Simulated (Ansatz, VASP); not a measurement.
## MoS2 in VASP and in Ansatz

File INCAR:

```
PREC     = Accurate       # precision mode
ENCUT    = 500            # plane-wave cutoff, eV
EDIFF    = 1E-6           # SCF threshold, eV
ISMEAR   = 0              # smearing method
SIGMA    = 0.05           # smearing width, eV
LREAL    = F              # projectors in reciprocal space
LASPH    = T              # aspherical terms in the spheres
NELM     = 120            # most SCF steps
ALGO     = Normal         # electronic algorithm
ISIF     = 2              # what is computed and relaxed
LWAVE    = F              # write WAVECAR
LCHARG   = F              # write CHGCAR
GGA      = PE             # functional
IVDW     = 12             # dispersion correction
NBANDS   = 20             # bands
GGA_COMPAT= F
```

KPOINTS

```
Automatic mesh
0
Gamma
  12 12 6
```

The input POSCAR:

```
MoS2
1.0
    3.1626019749      0.0000000000      0.0000000000
   -1.5813009875      2.7388936523      0.0000000000
    0.0000000000      0.0000000000      6.8533584797
Mo S
1 2
Direct
    0.0000000000      0.0000000000      0.0000000000
    0.3333333333      0.6666666667      0.2357940733
    0.3333333333      0.6666666667      0.7642059267
```

Input for Ansatz:

```yaml
crystal:
  lattice:
    - [3.1626019749, 0.0, 0.0]
    - [-1.5813009875, 2.7388936523, 0.0]
    - [0.0, 0.0, 6.8533584797]
  atoms:
    - { symbol: Mo, position: [0.0, 0.0, 0.0] }
    - { symbol: S, position: [0.3333333333, 0.6666666667, 0.2357940733] }
    - { symbol: S, position: [0.3333333333, 0.6666666667, 0.7642059267] }
basis:
  ecutwfc: 420
kpoints:
  mp_grid: { grid: [12, 12, 6] }
hamiltonian:
  xc: pbe
  dispersion: d3bj
scf:
  occupations: { method: gaussian, width: 0.05 }
output:
  forces: true
  stress: true
  eigenvalues: true
  write_density: true
  write_potential: true
  elf: true
  volumetric_format: npy
```

Alike in both runs: task single point; functional PBE; dispersion D3(BJ); k mesh 12 × 12 × 6; occupations gaussian, width 0.05 eV; no spin polarisation.

```csv
,VASP,Ansatz
version,VASP 6.6.1,Ansatz 0.2.0
potentials or method,"VASP PAW PBE potentials, release 64 (Mo_sv, S), cutoff 500 eV","scalar-relativistic, plane waves, PAW"
valence electrons in the cell,26,26
```

```tsv
	VASP	Ansatz	Ansatz less VASP
gap on the k mesh at the Fermi level (eV)	1.32	1.31	-0.009
least direct gap on the mesh (eV)	1.80	1.80	-0.004
pressure (GPa)	-5.4	-5.3	+0.10
traceless stress, the component that is largest in VASP (GPa)	-3.36	-3.32	+0.036
rms of the force components (eV/Å)	0.434	0.430	-0.0042
```

Atom by atom the forces differ by 0.004 eV/Å (rms over components).
